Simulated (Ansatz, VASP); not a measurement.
**Au: VASP beside Ansatz**

File INCAR:

```
SYSTEM = Au
ALGO = Normal
EDIFF = 1E-7
ENCUT = 520
GGA = PE
ISIF = 2
ISMEAR = -1
LASPH = .TRUE.
LCHARG = .TRUE.
LELF = .TRUE.
LREAL = .FALSE.
LVHAR = .TRUE.
LWAVE = .FALSE.
NBANDS = 18
NELM = 80
PREC = Accurate
SIGMA = 0.05
```

File KPOINTS:

```
k-points
0
G
  7 7 1
  0 0 0
```

Contents of POSCAR:

```
Au
1.0
    4.4744400000      0.0000000000      0.0000000000
   -2.2372200000      3.8749800000      0.0000000000
    0.0000000000      0.0000000000     23.8000000000
Au
2
Direct
    0.3333300000      0.6666700000      0.2941200000
    0.6666700000      0.3333300000      0.2941200000
```

Contents of input.yaml:

```yaml
crystal:
  lattice:
    - [4.47444, 0.0, 0.0]
    - [-2.23722, 3.87498, 0.0]
    - [0.0, 0.0, 23.8]
  atoms:
    - { symbol: Au, position: [0.33333, 0.66667, 0.29412] }
    - { symbol: Au, position: [0.66667, 0.33333, 0.29412] }
kpoints:
  mp_grid: { grid: [7, 7, 1] }
scf:
  occupations: { method: fermi_dirac, width: 0.05 }
hamiltonian:
  xc: pbe
  pseudopotentials: { kind: all_electron, lapw: { basis_error: 0.001 } }
output:
  forces: true
  stress: true
  eigenvalues: true
  populations: true
```

Alike in both runs: task single point; functional PBE; k mesh 7 × 7 × 1; occupations fermi-dirac, width 0.05 eV; no spin polarisation.

|  | VASP | Ansatz |
| --- | --- | --- |
| version | VASP 6.6.1 | Ansatz 0.2.0 |
| potentials or method | VASP PAW PBE potentials, release 64 (Au), cutoff 520 eV | all-electron LAPW, scalar-relativistic |

|  | VASP | Ansatz | Ansatz less VASP |
| --- | --- | --- | --- |
| gap on the k mesh at the Fermi level (eV) | 0.39 | 0.42 | +0.025 |
| least direct gap on the mesh (eV) | 0.39 | 0.42 | +0.025 |

Ansatz ran all-electron here, and VASP with PAW potentials.

Neither program's run includes spin-orbit coupling.
